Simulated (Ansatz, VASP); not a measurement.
Ir: VASP beside Ansatz

File INCAR:

```
  PREC = Accurate
  ENCUT = 600
  EDIFF = 1E-7
  ISMEAR = 0
  SIGMA = 0.1
  LREAL = F
  LASPH = T
  NELM = 60
  ALGO = Fast
  ISIF = 3
  LWAVE = F
  LCHARG = F
  GGA = PE
  IBRION = 2
  NSW = 100
  EDIFFG = -0.01
```

File KPOINTS:

```
Automatic mesh
0
Gamma
  15 15 8
```

POSCAR

```
Ir
1.0
    3.9761808464      0.0000000000      0.0000000000
   -1.9880904232      3.4434736231      0.0000000000
    0.0000000000      0.0000000000      6.3418012700
Ir
4
Direct
    0.3333333333      0.6666666667      0.4407943927
    0.6666666667      0.3333333333      0.9407943927
    0.6666666667      0.3333333333      0.5592056073
    0.3333333333      0.6666666667      0.0592056073
```

Input for Ansatz:

```yaml
crystal:
  lattice:
    - [3.9761808464, 0.0, 0.0]
    - [-1.9880904232, 3.4434736231, 0.0]
    - [0.0, 0.0, 6.34180127]
  atoms:
    - { symbol: Ir, position: [0.3333333333, 0.6666666667, 0.4407943927] }
    - { symbol: Ir, position: [0.6666666667, 0.3333333333, 0.9407943927] }
    - { symbol: Ir, position: [0.6666666667, 0.3333333333, 0.5592056073] }
    - { symbol: Ir, position: [0.3333333333, 0.6666666667, 0.0592056073] }
basis:
  ecutwfc: 420
kpoints:
  mp_grid: { grid: [15, 15, 8] }
hamiltonian:
  xc: pbe
scf:
  occupations: { method: gaussian, width: 0.1 }
output:
  forces: true
  stress: true
  eigenvalues: true
relax:
  adjacent_minimum: "off"
  f_tol: 0.01
  max_steps: 80
  cell: { stress_tol: 0.05 }
```

Alike in both runs: task relaxation of cell and atoms; functional PBE; k mesh 15 × 15 × 8; occupations gaussian, width 0.1 eV; no spin polarisation.

|  | VASP | Ansatz |
| --- | --- | --- |
| version | VASP 6.6.1 | Ansatz 0.2.0 |
| potentials or method | VASP PAW PBE potentials, release 64 (Ir), cutoff 600 eV | scalar-relativistic, plane waves, PAW |
| valence electrons in the cell | 36 | 68 |

|  | VASP | Ansatz | Ansatz less VASP |
| --- | --- | --- | --- |
| gap on the k mesh at the Fermi level, each at its own relaxed structure (eV) | none | none | - |
| relaxed volume (Å³/atom) | 21.66 | 21.69 | +0.037 |
| relaxed cell length with the largest relative difference (Å) | 3.967 | 3.970 | +0.0026 |

A gap of «none» marks a metal or a gap that the smearing closes. VASP's potentials hold 36 valence electrons a cell and Ansatz's 68, so a difference there can come from the potentials and not from the codes.

Neither program's run includes spin-orbit coupling.
